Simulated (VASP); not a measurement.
# AlN (I4/mmm) in VASP: a series of runs

The runs below take AlN through single point, with r2SCAN.

All numbers are computed with VASP 6.6.1; they aren't measurements. Logs are shortened: lines on timing, memory, paths and dates and some standing lists are left out, and cuts for length are marked.

**1. The cell of the first run**

The structure is tetragonal, space group I4/mmm (No. 139). Conventional cell: a = 2.805 Å, b = 2.805 Å, c = 3.866 Å, α = 90.00°, β = 90.00°, γ = 90.00°. Within 2.6 Å of Al (site symmetry 4/mmm) lie 6 N at 1.93 to 1.98 Å. Within 2.6 Å of N (site symmetry 4/mmm) lie 6 Al at 1.93 to 1.98 Å.

**2. Single point, r2SCAN (strain -0.025 along x and y, -0.050 along z)**

Contents of POSCAR:

```
AlN
1.0
    0.0000000000      1.9836550500      1.9327921000
    1.9836550500      0.0000000000      1.9327921000
    1.9836550500      1.9836550500      0.0000000000
Al N
1 1
Direct
    0.5000000000      0.5000000000      0.5000000000
    0.0000000000      0.0000000000      0.0000000000
```

Contents of INCAR.step1:

```
SYSTEM = AlN
  ALGO = Normal
  EDIFF = 1E-4
  ENCUT = 520
  GGA = PE
  ISMEAR = 0
  LASPH = .TRUE.
  LCHARG = .FALSE.
  LREAL = .FALSE.
  LWAVE = .TRUE.
  NBANDS = 11
  NELM = 60
  PREC = Accurate
  SIGMA = 0.05
```

Contents of INCAR.step2:

```
SYSTEM = AlN
  ALGO = Normal
  EDIFF = 1E-6
  ENCUT = 520
  ISIF = 2
  ISMEAR = 0
  ISTART = 1
  LASPH = .TRUE.
  LCHARG = .FALSE.
  LMIXTAU = .TRUE.
  LREAL = .FALSE.
  LWAVE = .FALSE.
  METAGGA = R2SCAN
  NBANDS = 11
  NELM = 60
  PREC = Accurate
  SIGMA = 0.05
```

Contents of KPOINTS:

```
k-points
0
G
  10 10 10
  0 0 0
```

Potentials or basis: VASP PAW PBE potentials, release 64 (Al, N).

The run is started by

```console
cat potpaw_PBE.64/Al/POTCAR potpaw_PBE.64/N/POTCAR > POTCAR
cp INCAR.step1 INCAR
mpirun -np 1 vasp_std > vasp.out
cp INCAR.step2 INCAR
mpirun -np 1 vasp_std > vasp.out
```

OUTCAR:

```text
SYSTEM = AlN
   EDIFF = 1E-6
   ENCUT = 520
   ISIF = 2
   ISMEAR = 0
   ISTART = 1
   LASPH = .TRUE.
   LREAL = .FALSE.
   METAGGA = R2SCAN
   NELM = 60
   PREC = Accurate

 ion  position               nearest neighbor table
   1  0.500  0.500  0.500-   2 1.93   2 1.93   2 1.98   2 1.98   2 1.98   2 1.98
   2  0.000  0.000  0.000-   1 1.93   1 1.93   1 1.98   1 1.98   1 1.98   1 1.98

  LATTYP: Found a body centered tetragonal cell.
 ALAT       =     2.8053118748
 C/A-ratio  =     1.3779516762

  Lattice vectors:

 A1 = (   0.0000000000,  -1.9836550500,  -1.9327921000)
 A2 = (   0.0000000000,   1.9836550500,  -1.9327921000)
 A3 = (   1.9836550500,   0.0000000000,   1.9327921000)

Analysis of symmetry for initial positions (statically):
=====================================================================
 Subroutine PRICEL returns:
 Original cell was already a primitive cell.

 Routine SETGRP: Setting up the symmetry group for a
 body centered tetragonal supercell.

 Subroutine GETGRP returns: Found 16 space group operations
 (whereof 16 operations were pure point group operations)
 out of a pool of 16 trial point group operations.

The static configuration has the point symmetry D_4h.

Analysis of symmetry for dynamics (positions and initial velocities):
=====================================================================
 Subroutine PRICEL returns:
 Original cell was already a primitive cell.

 Routine SETGRP: Setting up the symmetry group for a
 body centered tetragonal supercell.

 Subroutine GETGRP returns: Found 16 space group operations
 (whereof 16 operations were pure point group operations)
 out of a pool of 16 trial point group operations.

The dynamic configuration has the point symmetry D_4h.

 Subroutine INISYM returns: Found 16 space group operations
 (whereof 16 operations are pure point group operations),
 and found     1 'primitive' translations

----------------------------------------------------------------------------------------

                                     Primitive cell

  volume of cell :      15.2106

  direct lattice vectors                    reciprocal lattice vectors
     0.000000000  1.983655050  1.932792100    -0.252059954  0.252059954  0.258693110
     1.983655050  0.000000000  1.932792100     0.252059954 -0.252059954  0.258693110
     1.983655050  1.983655050  0.000000000     0.252059954  0.252059954 -0.258693110

  length of vectors
     2.769579871  2.769579871  2.805311875     0.440443601  0.440443601  0.440443601

  position of ions in fractional coordinates (direct lattice)
     0.500000000  0.500000000  0.500000000
     0.000000000  0.000000000  0.000000000

  ion indices of the primitive-cell ions
   primitive index   ion index
                 1           1
                 2           2

----------------------------------------------------------------------------------------

 KPOINTS: k-points

Automatic generation of k-mesh.
 Grid dimensions read from file:
 generate k-points for:   10   10   10

 Generating k-lattice:

  Cartesian coordinates                     Fractional coordinates (reciprocal lattice)
    -0.025205995  0.025205995  0.025869311     0.100000000  0.000000000  0.000000000
     0.025205995 -0.025205995  0.025869311     0.000000000  0.100000000  0.000000000
     0.025205995  0.025205995 -0.025869311     0.000000000  0.000000000  0.100000000

  Length of vectors
     0.044044360  0.044044360  0.044044360

  Shift w.r.t. Gamma in fractional coordinates (k-lattice)
     0.000000000  0.000000000  0.000000000

 Subroutine IBZKPT returns following result:
 ===========================================

 Found    102 irreducible k-points:

 Following reciprocal coordinates:
            Coordinates               Weight
  0.000000  0.000000  0.000000      1.000000
  0.100000 -0.000000  0.000000      8.000000
  0.200000 -0.000000  0.000000      8.000000
  0.300000  0.000000  0.000000      8.000000
  0.400000  0.000000  0.000000      8.000000
  0.500000  0.000000  0.000000      4.000000
[... 16 lines left out ...]
[... 41 lines left out ...]

 Free energy of the ion-electron system (eV)
  ---------------------------------------------------
  ext. energy  EPLUGINS =         0.00000000
  ---------------------------------------------------
  free energy    TOTEN  =       -18.79901868 eV

  energy without entropy =      -18.79901868  energy(sigma->0) =      -18.79901868

 E-fermi :  11.1576     XC(G=0): -13.2956

 val. band max:       10.9389163590   @ k =   0.0000   0.0000   0.0000
 cond. band min:      16.5320679028   @ k =   0.5000   0.5000   0.0000
 fundamental gap:      5.5931515437
 Fermi energy:        11.1576329686

 k-point     1 :       0.0000    0.0000    0.0000
  band No.  band energies     occupation
      1      -8.3148      2.00000
      2      10.7457      2.00000
      3      10.9389      2.00000
      4      10.9389      2.00000
      5      18.6720      0.00000
      6      23.9478      0.00000
      7      23.9478      0.00000
      8      24.3336      0.00000
      9      29.6418      0.00000
     10      30.1021      0.00000
     11      30.6028      0.00000

 k-point     2 :       0.1000   -0.0000    0.0000
  band No.  band energies     occupation
      1      -8.0888      2.00000
      2       9.8176      2.00000
      3      10.6843      2.00000
      4      10.7720      2.00000
      5      19.2487      0.00000
      6      23.2536      0.00000
      7      24.3076      0.00000
      8      24.5806      0.00000
      9      28.5351      0.00000
     10      29.3220      0.00000
     11      31.6385      0.00000

 k-point     3 :       0.2000   -0.0000    0.0000
  band No.  band energies     occupation
      1      -7.4318      2.00000
      2       7.5189      2.00000
      3      10.3470      2.00000
      4      10.3700      2.00000
      5      19.5810      0.00000
      6      23.1934      0.00000
      7      24.6456      0.00000
      8      25.1193      0.00000
      9      28.0880      0.00000
     10      28.4892      0.00000
     11      31.3450      0.00000
[... 267 lines left out ...]
 k-point    23 :       0.3000    0.3000    0.0000
  band No.  band energies     occupation
      1      -5.7480      2.00000
      2       5.6641      2.00000
      3       8.5116      2.00000
      4       8.5116      2.00000
      5      18.1217      0.00000
      6      19.5900      0.00000
      7      25.0543      0.00000
      8      28.5832      0.00000
      9      28.5832      0.00000
     10      32.8421      0.00000
     11      37.9652      0.00000

 k-point    24 :       0.4000    0.3000    0.0000
  band No.  band energies     occupation
      1      -4.8986      2.00000
      2       4.5071      2.00000
      3       7.7087      2.00000
      4       8.2012      2.00000
      5      17.9566      0.00000
      6      19.1484      0.00000
      7      25.4289      0.00000
      8      28.5683      0.00000
      9      29.6438      0.00000
     10      34.5931      0.00000
     11      38.6921      0.00000

 [... further k-points ...]

------------------------ aborting loop because EDIFF is reached ----------------------------------------

  FORCE on cell =-STRESS in cart. coord.  units (eV):
  Direction    XX          YY          ZZ          XY          YZ          ZX
  --------------------------------------------------------------------------------------
  -------------------------------------------------------------------------------------
  Total        1.9755643      1.9755643      3.1454145      0.0000000      0.0000000     -0.0000000
  in kB      208.0914846    208.0914846    331.3149457      0.0000000      0.0000000     -0.0000000
  external PRESSURE =     249.1659716 kB  Pullay stress =       0.0000000 kB

 VOLUME and BASIS-vectors are now :
 -----------------------------------------------------------------------------
  energy-cutoff  :      520.00
  volume of cell :       15.21
      direct lattice vectors                 reciprocal lattice vectors
     0.000000000  1.983655050  1.932792100    -0.252059954  0.252059954  0.258693110
     1.983655050  0.000000000  1.932792100     0.252059954 -0.252059954  0.258693110
     1.983655050  1.983655050  0.000000000     0.252059954  0.252059954 -0.258693110

 POSITION                                       TOTAL-FORCE (eV/Angst)
 -----------------------------------------------------------------------------------
      1.98366      1.98366      1.93279         0.000000      0.000000     -0.000000
      0.00000      0.00000      0.00000         0.000000      0.000000      0.000000
 -----------------------------------------------------------------------------------
    total drift:                                0.000000     -0.000000     -0.000000

  FREE ENERGIE OF THE ION-ELECTRON SYSTEM (eV)
  ---------------------------------------------------
  free  energy   TOTEN  =       -18.7990186849 eV

  energy  without entropy=      -18.7990186849  energy(sigma->0) =      -18.79901868
```

It took 23 s on 1 thread of Intel Xeon 6975P-C (Granite Rapids), shared host; peak memory 0.14 GiB.

Results:

```
Free energy            : -18.7990 eV
Pressure               : 24.9 GPa
Band gap on the k mesh : 5.59 eV, indirect (least direct gap 7.73 eV)
```

Stress tensor (GPa, compression positive):
```
20.81  0.00  0.00
 0.00 20.81  0.00
 0.00  0.00 33.13
```

Levels at points of the mesh, in eV from the valence-band top:
```tsv
k point	band 1	band 2	band 3	band 4	band 5	band 6	band 7	band 8	band 9
(0.00, 0.00, 0.00)	-19.25	-0.19	0.00	0.00	7.73	13.01	13.01	13.39	18.70
(0.50, 0.00, 0.00)	-15.67	-9.07	-1.45	-1.33	7.38	12.23	12.94	15.86	18.47
(0.50, 0.50, 0.00)	-14.43	-8.10	-3.33	-3.33	5.59	6.13	16.62	19.88	19.88
(0.50, 0.00, 0.50)	-14.66	-8.24	-3.28	-2.93	5.87	6.39	16.29	19.68	20.63
```

Caveat: the cell differs from its parent crystal (strain -0.025 along x and y, -0.050 along z); the PAW data sets were made with another functional, which shifts forces and pressure a little. A k mesh can miss the band edges.

**3. Single point, r2SCAN (strain -0.050 along x and y, +0.025 along z)**

Contents of POSCAR:

```
AlN
1.0
    0.0000000000      1.9327921000      2.0853809500
    1.9327921000      0.0000000000      2.0853809500
    1.9327921000      1.9327921000      0.0000000000
Al N
1 1
Direct
    0.5000000000      0.5000000000      0.5000000000
    0.0000000000      0.0000000000      0.0000000000
```

Contents of INCAR.step1:

```
  ALGO = Normal
  EDIFF = 1E-4
  ENCUT = 520
  GGA = PE
  ISMEAR = 0
  LASPH = True
  LCHARG = False
  LREAL = False
  LWAVE = True
  NBANDS = 11
  NELM = 100
  PREC = Accurate
  SIGMA = 0.05
```

Contents of INCAR.step2:

```
  ALGO = Normal
  EDIFF = 1E-6
  ENCUT = 520
  ISIF = 2
  ISMEAR = 0
  ISTART = 1
  LASPH = True
  LCHARG = False
  LMIXTAU = True
  LREAL = False
  LWAVE = False
  METAGGA = R2SCAN
  NBANDS = 11
  NELM = 100
  PREC = Accurate
  SIGMA = 0.05
```

Contents of KPOINTS:

```
k-points
0
Gamma
  10 10 10
```

Potentials or basis: VASP PAW PBE potentials, release 64 (Al, N).

The run is started by

```console
cat potpaw_PBE.64/Al/POTCAR potpaw_PBE.64/N/POTCAR > POTCAR
cp INCAR.step1 INCAR
mpirun -np 1 vasp_std > vasp.out
cp INCAR.step2 INCAR
mpirun -np 1 vasp_std > vasp.out
```

Run time: 21 s. Hardware: 1 thread of Intel Xeon 6975P-C (Granite Rapids), shared host; peak memory 0.14 GiB.

It converged, with:

- Free energy: -18.7857 eV
- Pressure: 19.3 GPa
- Band gap on the k mesh: 5.40 eV, indirect (least direct gap 6.97 eV)

Stress tensor (GPa, compression positive):
```
28.53  0.00  0.00
 0.00 28.53  0.00
 0.00  0.00  0.73
```

Levels at points of the mesh, in eV from the valence-band top:
| k point | band 1 | band 2 | band 3 | band 4 | band 5 | band 6 | band 7 | band 8 | band 9 |
| --- | --- | --- | --- | --- | --- | --- | --- | --- | --- |
| (0.00, 0.00, 0.00) | -19.26 | -0.47 | -0.47 | 0.00 | 6.97 | 12.14 | 13.27 | 13.27 | 17.66 |
| (0.50, 0.00, 0.00) | -15.77 | -9.13 | -1.78 | -1.41 | 6.78 | 11.59 | 13.12 | 15.12 | 18.00 |
| (0.50, 0.50, 0.00) | -15.21 | -8.48 | -2.94 | -2.94 | 6.11 | 6.46 | 15.18 | 20.00 | 20.00 |
| (0.50, 0.00, 0.50) | -14.51 | -8.13 | -4.05 | -3.02 | 5.40 | 5.61 | 16.12 | 17.80 | 20.53 |

Caveat: the cell differs from its parent crystal (strain -0.050 along x and y, +0.025 along z); the PAW data sets were made with another functional, which shifts forces and pressure a little. A k mesh can miss the band edges.

**4. Single point, r2SCAN (strain -0.025 along x and y, +0.000 along z)**

Contents of POSCAR:

```
AlN
1.0
    0.0000000000      1.9836550500      2.0345180000
    1.9836550500      0.0000000000      2.0345180000
    1.9836550500      1.9836550500      0.0000000000
Al N
1 1
Direct
    0.5000000000      0.5000000000      0.5000000000
    0.0000000000      0.0000000000      0.0000000000
```

Contents of INCAR.step1:

```
SYSTEM = AlN
PREC     = Accurate       ! precision mode
ENCUT    = 520            ! plane-wave cutoff, eV
ISMEAR   = 0              ! smearing method
SIGMA    = 0.05           ! smearing width, eV
LREAL    = .False.        ! projectors in reciprocal space
LASPH    = .True.         ! aspherical terms in the spheres
NELM     = 100            ! most SCF steps
NBANDS   = 11             ! bands
GGA      = PE             ! functional
ALGO     = Normal         ! electronic algorithm
EDIFF    = 1E-4           ! SCF threshold, eV
LWAVE    = .True.         ! write WAVECAR
LCHARG   = .False.        ! write CHGCAR
```

Contents of INCAR.step2:

```
SYSTEM = AlN
PREC     = Accurate       ! precision mode
ENCUT    = 520            ! plane-wave cutoff, eV
EDIFF    = 1E-6           ! SCF threshold, eV
ISMEAR   = 0              ! smearing method
SIGMA    = 0.05           ! smearing width, eV
LREAL    = .False.        ! projectors in reciprocal space
LASPH    = .True.         ! aspherical terms in the spheres
NELM     = 100            ! most SCF steps
ALGO     = Normal         ! electronic algorithm
ISIF     = 2              ! what is computed and relaxed
LWAVE    = .False.        ! write WAVECAR
LCHARG   = .False.        ! write CHGCAR
METAGGA  = R2SCAN         ! meta-GGA
LMIXTAU  = .True.       
NBANDS   = 11             ! bands
ISTART   = 1
```

Contents of KPOINTS:

```
regular mesh
0
Gamma
  10 10 10
  0 0 0
```

The run is started by

```console
cat potpaw_PBE.64/Al/POTCAR potpaw_PBE.64/N/POTCAR > POTCAR
cp INCAR.step1 INCAR
mpirun -np 1 vasp_std > vasp.out
cp INCAR.step2 INCAR
mpirun -np 1 vasp_std > vasp.out
```

It took 23 s on 1 thread of Intel Xeon 6975P-C (Granite Rapids), shared host; peak memory 0.14 GiB.

The run converged. Its results:

- Free energy: -18.8806 eV
- Pressure: 7.5 GPa
- Band gap on the k mesh: 5.62 eV, indirect (least direct gap 6.87 eV)

Stress tensor (GPa, compression positive):
```
10.31  0.00  0.00
 0.00 10.31  0.00
 0.00  0.00  1.92
```

Levels at points of the mesh, in eV from the valence-band top:
```
           k point  band 2  band 3  band 4  band 5  band 6  band 7
(0.00, 0.00, 0.00)   -0.18   -0.18    0.00    6.87   12.67   13.03
(0.50, 0.00, 0.00)   -8.77   -1.39   -1.28    6.98   11.80   12.37
(0.50, 0.50, 0.00)   -7.96   -2.96   -2.96    5.87    5.98   15.45
(0.50, 0.00, 0.50)   -7.84   -3.33   -2.99    5.62    5.74   15.77
```

Caveat: the cell differs from its parent crystal (strain -0.025 along x and y, +0.000 along z); the PAW data sets were made with another functional, which shifts forces and pressure a little. A k mesh can miss the band edges.

**5. Single point, r2SCAN (strain -0.025 along x and y, +0.025 along z)**

Contents of POSCAR:

```
AlN
1.0
    0.0000000000      1.9836550500      2.0853809500
    1.9836550500      0.0000000000      2.0853809500
    1.9836550500      1.9836550500      0.0000000000
Al N
1 1
Direct
    0.5000000000      0.5000000000      0.5000000000
    0.0000000000      0.0000000000      0.0000000000
```

Contents of INCAR.step1:

```
SYSTEM = AlN
PREC = Accurate ; ENCUT = 520
ISMEAR = 0 ; SIGMA = 0.05
LREAL = .FALSE. ; LASPH = .TRUE.
NELM = 100 ; NBANDS = 11
GGA = PE ; ALGO = Normal
EDIFF = 1E-4 ; LWAVE = .TRUE.
LCHARG = .FALSE.
```

Contents of INCAR.step2:

```
SYSTEM = AlN
PREC = Accurate ; ENCUT = 520
EDIFF = 1E-6 ; ISMEAR = 0
SIGMA = 0.05 ; LREAL = .FALSE.
LASPH = .TRUE. ; NELM = 100
ALGO = Normal ; ISIF = 2
LWAVE = .FALSE. ; LCHARG = .FALSE.
METAGGA = R2SCAN ; LMIXTAU = .TRUE.
NBANDS = 11 ; ISTART = 1
```

Contents of KPOINTS:

```
Automatic mesh
0
G
  10 10 10
  0 0 0
```

The run is started by

```console
cat potpaw_PBE.64/Al/POTCAR potpaw_PBE.64/N/POTCAR > POTCAR
cp INCAR.step1 INCAR
mpirun -np 1 vasp_std > vasp.out
cp INCAR.step2 INCAR
mpirun -np 1 vasp_std > vasp.out
```

It took 20 s on 1 thread of Intel Xeon 6975P-C (Granite Rapids), shared host; peak memory 0.15 GiB.

Results (log left out):

* Free energy: -18.8730 eV
* Pressure: 1.2 GPa
* Band gap on the k mesh: 5.21 eV, indirect (least direct gap 6.35 eV)

Stress tensor (GPa, compression positive):
```
 5.77  0.00  0.00
 0.00  5.77  0.00
 0.00  0.00 -8.01
```

Levels at points of the mesh, in eV from the valence-band top:
```tsv
k point	band 1	band 2	band 3	band 4	band 5	band 6	band 7	band 8
(0.00, 0.00, 0.00)	-18.69	-0.34	-0.34	0.00	6.35	12.28	12.99	12.99
(0.50, 0.00, 0.00)	-15.42	-8.70	-1.51	-1.29	6.65	11.32	12.36	14.47
(0.50, 0.50, 0.00)	-14.74	-7.95	-2.88	-2.88	5.72	6.08	14.80	18.98
(0.50, 0.00, 0.50)	-14.30	-7.74	-3.58	-2.92	5.21	5.62	15.44	17.57
```

Caveat: the cell differs from its parent crystal (strain -0.025 along x and y, +0.025 along z); the PAW data sets were made with another functional, which shifts forces and pressure a little.

**6. Summary**

```csv
cell,gap on the mesh (eV),pressure (GPa)
"a = 2.770, b = 2.770, c = 2.805 Å, angles 59.6, 59.6, 60.9°, 2 atoms",5.59,24.9
"a = 2.843, b = 2.843, c = 2.733 Å, angles 61.3, 61.3, 57.5°, 2 atoms",5.40,19.3
"a = 2.842, b = 2.842, c = 2.805 Å, angles 60.4, 60.4, 59.2°, 2 atoms",5.62,7.5
"a = 2.878, b = 2.878, c = 2.805 Å, angles 60.8, 60.8, 58.3°, 2 atoms",5.21,1.2
```

Alike in all rows: task single point; level r2SCAN; potentials or basis VASP PAW PBE potentials, release 64 (Al, N); no spin polarisation; k mesh 10 × 10 × 10; cutoff (eV) 520; smearing gaussian 0.05 eV.

Caveats: the PAW data sets were made with another functional, which shifts forces and pressure a little.

Absolute energies hang on the potentials; compare differences alone.
